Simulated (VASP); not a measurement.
# LiH (P6_3/mmc) in VASP: single point with PBE

Aim: the single point of LiH with PBE.

Everything below comes from runs of VASP 6.6.1. Logs are shortened: lines on timing, memory, paths and dates and some standing lists are left out, and cuts for length are marked.

### 1 The cell of the first run

It takes space group P6_3/mmc (No. 194, hexagonal). The conventional cell has a = 3.201 Å, b = 3.201 Å, c = 3.999 Å, α = 90.00°, β = 90.00°, γ = 120.00°. Li (site symmetry -6m2) has 5 H at 1.85 to 2.00 Å within 2.5 Å. Within 2.5 Å of H (site symmetry -6m2) lie 5 Li at 1.85 to 2.00 Å.

### 2 Single point, PBE (volume changed by -5%)

Contents of INCAR:

```
SYSTEM = LiH
ALGO = Normal
EDIFF = 1E-6
ENCUT = 520
GGA = PE
ISIF = 2
ISMEAR = 0
LASPH = .True.
LCHARG = .True.
LELF = .True.
LREAL = .False.
LVHAR = .True.
LWAVE = .False.
NBANDS = 12
NELM = 80
PREC = Accurate
SIGMA = 0.01
```

Contents of KPOINTS:

```
k-points
0
Gamma
  6 6 4
  0 0 0
```

Contents of POSCAR:

```
LiH
1.0
    3.2006326459      0.0000000000      0.0000000000
   -1.6003163229      2.7718291795      0.0000000000
    0.0000000000      0.0000000000      3.9994745541
Li H
2 2
Direct
    0.3333333333      0.6666666667     -0.0625092939
    0.6666666667      0.3333333333      0.4374907061
    0.3333333333      0.6666666667      0.4375092939
    0.6666666667      0.3333333333      0.9375092939
```

Potentials or basis: VASP PAW PBE potentials, release 64 (Li_sv, H).

Started as:

```bash
$ cat potpaw_PBE.64/Li_sv/POTCAR potpaw_PBE.64/H/POTCAR > POTCAR
$ mpirun -np 1 vasp_std > vasp.out
```

OUTCAR:

```text
SYSTEM = LiH
   EDIFF = 1E-6
   ENCUT = 520
   GGA = PE
   ISIF = 2
   ISMEAR = 0
   LASPH = .True.
   LREAL = .False.
   NELM = 80
   PREC = Accurate

 ion  position               nearest neighbor table
   1  0.333  0.667  0.937-
   2  0.667  0.333  0.437-
   3  0.333  0.667  0.438-
   4  0.667  0.333  0.938-

  LATTYP: Found a hexagonal cell.
 ALAT       =     3.2006326459
 C/A-ratio  =     1.2495887522

  Lattice vectors:

 A1 = (   3.2006326459,   0.0000000000,   0.0000000000)
 A2 = (  -1.6003163229,   2.7718291795,   0.0000000000)
 A3 = (   0.0000000000,   0.0000000000,   3.9994745541)

Analysis of symmetry for initial positions (statically):
=====================================================================
 Subroutine PRICEL returns:
 Original cell was already a primitive cell.

 Routine SETGRP: Setting up the symmetry group for a
 hexagonal supercell.

 Subroutine GETGRP returns: Found 12 space group operations
 (whereof  6 operations were pure point group operations)
 out of a pool of 24 trial point group operations.

The static configuration has the point symmetry C_3v.
 The point group associated with its full space group is C_6v.

Analysis of symmetry for dynamics (positions and initial velocities):
=====================================================================
 Subroutine PRICEL returns:
 Original cell was already a primitive cell.

 Routine SETGRP: Setting up the symmetry group for a
 hexagonal supercell.

 Subroutine GETGRP returns: Found 12 space group operations
 (whereof  6 operations were pure point group operations)
 out of a pool of 24 trial point group operations.

The dynamic configuration has the point symmetry C_3v.
 The point group associated with its full space group is C_6v.

 Subroutine INISYM returns: Found 12 space group operations
 (whereof  6 operations are pure point group operations),
 and found     1 'primitive' translations

----------------------------------------------------------------------------------------

                                     Primitive cell

  volume of cell :      35.4818

  direct lattice vectors                    reciprocal lattice vectors
     3.200632646  0.000000000  0.000000000     0.312438230  0.180386296  0.000000000
[... 95 lines left out ...]
   TEBEG  =    0.0;   TEEND  =   0.0 temperature during run
   PSTRESS=    0.0 pullay stress
   NELECT =       8.0000    total number of electrons
   NUPDOWN=      -1.0000    fix difference up-down
   EMIN   =  10.00;   EMAX   =-10.00  energy-range for DOS
   EFERMI =   0.00;   METHOD = LEGACY
   ISMEAR =     0;   SIGMA  =   0.01  broadening in eV -4-tet -1-fermi 0-gaus
   EFERMI_NEDOS =   21; number of points for ismear=-14 and -15
   IALGO  =     38    algorithm
   IMIX   =      4    mixing-type and parameters
     AMIX     =   0.40;   BMIX     =  1.00
     AMIX_MAG =   1.60;   BMIX_MAG =  1.00
  volume/ion in A,a.u.               =       8.87        59.86
  Fermi-wavevector in a.u.,A,eV,Ry     =   0.996406  1.882935 13.508208  0.992825
  Thomas-Fermi vector in A             =   2.128492
   LORBIT       =      0    0 simple, 1 ext, 2 COOP (PROOUT), +10 PAW based schemes
   GGA     = PE    functional components
   LHFCALC =     F    Hartree Fock is set to
   AEXX    =    0.0000 exact exchange contribution
   IVDW    =     0    specifies the selected vdW correction
   LEPSILON=     F    determine dielectric tensor
   LRPA    =     F    only Hartree local field effects (RPA)
 non-spin polarized calculation
 Gauss-broadening in eV      SIGMA  =   0.01
  energy-cutoff  :      520.00
  volume of cell :       35.48
 maximum number of plane-waves:       966
 NGX is ok and might be reduce to    24
   NGX = 11   NGY = 11   NGZ = 15

 number of electron       8.0000017 magnetization

 Free energy of the ion-electron system (eV)
  ---------------------------------------------------
  ext. energy  EPLUGINS =         0.00000000
  ---------------------------------------------------
  free energy    TOTEN  =       -12.14927499 eV

  energy without entropy =      -12.14927499  energy(sigma->0) =      -12.14927499

 E-fermi :   0.1834     XC(G=0):  -8.0393

 val. band max:        0.0749294206   @ k =   0.0000   0.0000   0.0000
 cond. band min:       1.7991771795   @ k =   0.3333   0.3333   0.0000
 fundamental gap:      1.7242477589
 Fermi energy:         0.1834111529

 k-point     1 :       0.0000    0.0000    0.0000
  band No.  band energies     occupation
      1     -44.5228      2.00000
      2     -44.4536      2.00000
      3      -5.3547      2.00000
      4       0.0749      2.00000
      5       3.1028      0.00000
      6      11.0090      0.00000
      7      11.0091      0.00000
      8      11.7850      0.00000
      9      13.7760      0.00000
     10      13.7760      0.00000
     11      15.6968      0.00000
     12      18.3563      0.00000
[... 286 lines left out ...]
 k-point    21 :       0.3333    0.3333    0.5000
  band No.  band energies     occupation
      1     -44.4779      2.00000
      2     -44.4779      2.00000
      3      -2.2049      2.00000
      4      -2.2049      2.00000
      5       4.1177      0.00000
      6       4.1177      0.00000
      7       7.3607      0.00000
      8       7.3607      0.00000
      9      15.5130      0.00000
     10      15.5130      0.00000
     11      18.3477      0.00000
     12      18.3477      0.00000

------------------------ aborting loop because EDIFF is reached ----------------------------------------

  FORCE on cell =-STRESS in cart. coord.  units (eV):
  Direction    XX          YY          ZZ          XY          YZ          ZX
  --------------------------------------------------------------------------------------
  -------------------------------------------------------------------------------------
  Total        0.3382759      0.3382759      0.3455612      0.0000000     -0.0000000      0.0000000
  in kB       15.2748325     15.2748325     15.6037999      0.0000000     -0.0000000      0.0000000
  external PRESSURE =      15.3844883 kB  Pullay stress =       0.0000000 kB

 VOLUME and BASIS-vectors are now :
 -----------------------------------------------------------------------------
  energy-cutoff  :      520.00
  volume of cell :       35.48
      direct lattice vectors                 reciprocal lattice vectors
     3.200632646  0.000000000  0.000000000     0.312438230  0.180386296  0.000000000
    -1.600316323  2.771829180  0.000000000     0.000000000  0.360772593  0.000000000
     0.000000000  0.000000000  3.999474554     0.000000000  0.000000000  0.250032845

 POSITION                                       TOTAL-FORCE (eV/Angst)
 -----------------------------------------------------------------------------------
     -0.00000      1.84789      3.74947        -0.000000      0.000000      0.000006
      1.60032      0.92394      1.74973         0.000000     -0.000000      0.000006
     -0.00000      1.84789      1.74981        -0.000000      0.000000     -0.000006
      1.60032      0.92394      3.74954        -0.000000     -0.000000     -0.000006
 -----------------------------------------------------------------------------------
    total drift:                                0.000001      0.000001      0.000020

  FREE ENERGIE OF THE ION-ELECTRON SYSTEM (eV)
  ---------------------------------------------------
  free  energy   TOTEN  =       -12.1492749852 eV

  energy  without entropy=      -12.1492749852  energy(sigma->0) =      -12.14927499
```

OSZICAR:

```text
N       E                     dE             d eps       ncg     rms          rms(c)
DAV:   1     0.229588392882E+02    0.22959E+02   -0.39315E+03   504   0.670E+02
DAV:   2    -0.779525437230E+01   -0.30754E+02   -0.30284E+02   604   0.155E+02
DAV:   3    -0.127890686505E+02   -0.49938E+01   -0.49679E+01   972   0.403E+01
DAV:   4    -0.128303463348E+02   -0.41278E-01   -0.41270E-01   616   0.513E+00
DAV:   5    -0.128306098912E+02   -0.26356E-03   -0.26355E-03   748   0.359E-01    0.459E+00
DAV:   6    -0.123003495403E+02    0.53026E+00   -0.31860E-01   588   0.207E+00    0.228E+00
DAV:   7    -0.121395133472E+02    0.16084E+00   -0.42552E-01   604   0.264E+00    0.408E-01
DAV:   8    -0.121495501499E+02   -0.10037E-01   -0.27162E-02   620   0.972E-01    0.127E-01
DAV:   9    -0.121492710390E+02    0.27911E-03   -0.76931E-04   668   0.144E-01    0.244E-02
DAV:  10    -0.121492797902E+02   -0.87512E-05   -0.77010E-05   616   0.592E-02    0.159E-02
DAV:  11    -0.121492754294E+02    0.43607E-05   -0.79868E-06   652   0.165E-02    0.295E-03
DAV:  12    -0.121492749852E+02    0.44419E-06   -0.76010E-07   332   0.506E-03
   1 F= -.12149275E+02 E0= -.12149275E+02  d E =-.304821E-55
```

It took 3.8 s on 1 thread of Intel Xeon 6975P-C (Granite Rapids), shared host; peak memory 0.13 GiB.

Results:

* Free energy: -12.1493 eV
* Band gap on the k mesh: 1.72 eV, indirect (least direct gap 3.03 eV)

Caveat: the cutoff is under 1.25 times the usual one of these potentials, so pressure, stress and relaxed cells hold a basis-set (Pulay) error. A k mesh can miss the band edges.
